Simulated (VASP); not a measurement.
# In2PtSe2: single point with PBE

In2PtSe2:

```
In Pt Se
1.0
     2.86582   -4.10612    0.00000
     2.86582    4.10612    0.00000
     0.00000    0.00000    6.12037
In Pt Se
2 1 2
Direct
  0.00000 0.50000 0.00000
  0.50000 0.00000 0.00000
  0.00000 0.00000 0.50000
  0.00000 0.50000 0.50000
  0.50000 0.00000 0.50000
```

The cell was generated, and may not be a known phase.

```
Program             : VASP 6.6.1
Task                : single point
Functional          : PBE
Potentials or basis : VASP PAW PBE potentials, release 64 (In_d, Pt, Se)
Cutoff              : 520 eV
k mesh              : 4 × 4 × 4
Occupations         : gaussian, width 0.1 eV
Spin                : collinear spin
Starting moments    : [0.0, 0.0, 1.0, 0.0, 0.0] μB
```

```
Pressure                                              : -0.1 GPa
Band gap on the k mesh                                : zero (filled and empty bands overlap)
Net moment                                            : 0.00 μB per cell
Valence electrons inside the program's atomic spheres : In 11.31; Pt 9.24; Se 3.75
```

Stress tensor (GPa, compression positive):
```
 0.20  0.00  0.00
 0.00 -0.26  0.00
 0.00  0.00 -0.14
```

Levels at points of the mesh, in eV from the Fermi level:
Spin up:
```
           k point  band 21  band 22  band 23  band 24  band 25  band 26  band 27  band 28
(0.00, 0.00, 0.00)    -2.24    -2.04    -1.81    -0.49    -0.29     0.23     1.96     2.80
(0.50, 0.00, 0.00)    -2.26    -1.81    -1.47    -0.94    -0.44     1.90     2.39     3.84
(0.50, 0.50, 0.00)    -1.53    -1.10    -0.67    -0.65     0.23     1.40     2.27     4.21
(0.00, 0.00, 0.50)    -2.30    -1.98    -1.89    -0.49     0.11     1.50     1.75     2.00
(0.50, 0.00, 0.50)    -2.20    -1.36    -1.02    -0.44     0.03     1.10     1.74     2.15
(0.50, 0.50, 0.50)    -1.41    -1.38    -1.30    -0.09     1.23     1.33     1.44     3.96
```
Spin down:
| k point | band 21 | band 22 | band 23 | band 24 | band 25 | band 26 | band 27 | band 28 |
| --- | --- | --- | --- | --- | --- | --- | --- | --- |
| (0.00, 0.00, 0.00) | -2.24 | -2.04 | -1.81 | -0.49 | -0.29 | 0.23 | 1.96 | 2.80 |
| (0.50, 0.00, 0.00) | -2.26 | -1.81 | -1.47 | -0.94 | -0.44 | 1.90 | 2.39 | 3.84 |
| (0.50, 0.50, 0.00) | -1.53 | -1.10 | -0.67 | -0.65 | 0.23 | 1.40 | 2.27 | 4.21 |
| (0.00, 0.00, 0.50) | -2.30 | -1.98 | -1.89 | -0.49 | 0.11 | 1.50 | 1.75 | 2.00 |
| (0.50, 0.00, 0.50) | -2.20 | -1.36 | -1.01 | -0.44 | 0.03 | 1.10 | 1.74 | 2.15 |
| (0.50, 0.50, 0.50) | -1.41 | -1.38 | -1.30 | -0.09 | 1.23 | 1.33 | 1.44 | 3.96 |

Wall time 3.6 min on 1 thread of Intel(R) Xeon(R) Platinum 8259CL CPU @ 2.50GHz (Skylake/Cascade Lake), on a shared host, peak memory 0.43 GiB.

Caveat: spin-orbit coupling is left out, which moves the levels of the heavy elements.
